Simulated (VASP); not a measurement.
**C: single point with PBE+D3(BJ)**

Crystal: C.

```
C
1.0
     2.13714   -1.23389   -0.01146
     2.13714    1.23389   -0.01146
    -1.40329    0.00000    3.57569
C
2
Direct
  0.83335 0.83335 0.00006
  0.16665 0.16665 0.99994
```

This cell differs from its parent crystal: volume scaled by 1.06, then relaxed in part.

```yaml
Program: VASP 6.6.1
Task: single point
Functional: PBE
Dispersion: D3(BJ)
Potentials_or_basis: VASP PAW PBE potentials, release 64 (C)
Cutoff: 600 eV
k_mesh: 14 × 14 × 8
Occupations: gaussian, width 0.02 eV
Spin: no spin polarisation
```

```yaml
Pressure: -1.3 GPa
Band_gap_on_the_k_mesh: 0.85 eV, direct
Dispersion_energy_per_atom: -0.145 eV
```

Stress tensor (GPa, compression positive):
```
-1.12  0.00  0.00
 0.00 -1.12  0.00
 0.00  0.00 -1.62
```

Levels at points of the mesh, in eV from the valence-band top:
| k point | band 1 | band 2 | band 3 | band 4 | band 5 | band 6 | band 7 | band 8 |
| --- | --- | --- | --- | --- | --- | --- | --- | --- |
| (0.00, 0.00, 0.00) | -19.20 | -6.46 | -2.65 | -2.65 | 4.22 | 8.70 | 8.70 | 11.72 |
| (0.50, 0.00, 0.00) | -13.91 | -12.86 | -6.01 | -1.72 | 2.31 | 7.86 | 11.93 | 12.45 |
| (0.50, 0.50, 0.00) | -13.85 | -12.81 | -6.04 | -2.22 | 1.78 | 7.61 | 13.18 | 14.64 |
| (0.00, 0.00, 0.50) | -19.02 | -7.89 | -2.66 | -2.66 | 8.67 | 8.67 | 9.58 | 11.85 |
| (0.50, 0.00, 0.50) | -13.85 | -12.81 | -6.04 | -2.22 | 1.78 | 7.61 | 13.19 | 14.65 |
| (0.50, 0.50, 0.50) | -13.91 | -12.86 | -6.01 | -1.73 | 2.31 | 7.86 | 11.93 | 12.45 |

Run time: 100 s on 1 thread of Intel Xeon 8259CL, with other jobs on the host, peak memory 0.21 GiB.

 A k mesh can miss the band edges.
